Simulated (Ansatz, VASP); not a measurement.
# One calculation of KTe4, two programs

```
K Te
1.0
     2.86170    1.65221    5.64268
    -2.86170    1.65221    5.64268
     0.00000   -3.30441    5.64268
K Te
1 4
Cartesian
  0.0000 0.0000 8.4640
  0.0000 0.0000 4.9704
  0.0000 0.0000 1.4062
  0.0000 0.0000 15.5218
  0.0000 0.0000 11.9577
```

Alike in both runs: functional PBE; k mesh 3 × 3 × 3; occupations gaussian, width 0.1 eV; no spin polarisation.

Ansatz relaxed the structure, and its values are those at the end. VASP's run is a single point on that final structure, the one shown.

|  | VASP | Ansatz |
| --- | --- | --- |
| version | VASP 6.6.1 | Ansatz 0.2.0 |
| potentials or method | VASP PAW PBE potentials, release 64 (K_sv, Te), cutoff 500 eV | scalar-relativistic, plane waves, PAW |
| valence electrons in the cell | 33 | 73 |

```csv
,VASP,Ansatz,Ansatz less VASP
gap on the k mesh at the Fermi level (eV),none,none,-
pressure (GPa),-0.1,-0.1,0.00
rms of the force components (eV/Å),0.014,0.014,+0.0008
```

A gap of «none» marks a metal or a gap that the smearing closes. VASP's potentials hold 33 valence electrons a cell and Ansatz's 73, so a difference there can come from the potentials and not from the codes.

The k mesh is coarse, so the values compare programs but aren't converged. Spin-orbit coupling is off throughout.
